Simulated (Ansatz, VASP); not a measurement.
## Two plane-wave programs on HfSbAu4

```
Hf Sb Au
1.0
     0.00000    3.93045    3.93045
     3.93045    0.00000    3.93045
     3.93045    3.93045    0.00000
Hf Sb Au
1 1 4
Cartesian
  3.9304 3.9304 3.9304
  1.9652 1.9652 1.9652
  4.9166 6.8748 4.9166
  6.8748 6.8748 6.8748
  6.8748 4.9166 4.9166
  4.9166 4.9166 6.8748
```

Alike in both runs: task relaxation of cell and atoms; functional PBE; k mesh 8 × 8 × 8; occupations gaussian, width 0.1 eV; no spin polarisation.

|  | VASP | Ansatz |
| --- | --- | --- |
| version | VASP 6.6.1 | Ansatz 0.2.0 |
| potentials or method | VASP PAW PBE potentials, release 64 (Hf_pv, Sb, Au), cutoff 600 eV | scalar-relativistic, plane waves, PAW |
| valence electrons in the cell | 59 | 117 |

Ansatz gave:

* gap on the k mesh at the Fermi level, each at its own relaxed structure (eV): none
* relaxed volume (Å³/atom): 20.26
* relaxed length of the cell vector where the two differ most in proportion (Å): 5.560

Estimate VASP's values.

gap on the k mesh at the Fermi level, each at its own relaxed structure (eV): none; relaxed volume (Å³/atom): 20.19; relaxed length of the cell vector where the two differ most in proportion (Å): 5.554.

A gap of «none» marks a metal or a gap that the smearing closes. VASP's potentials hold 59 valence electrons a cell and Ansatz's 117, so a difference there can come from the potentials and not from the codes.

Neither program's run includes spin-orbit coupling.
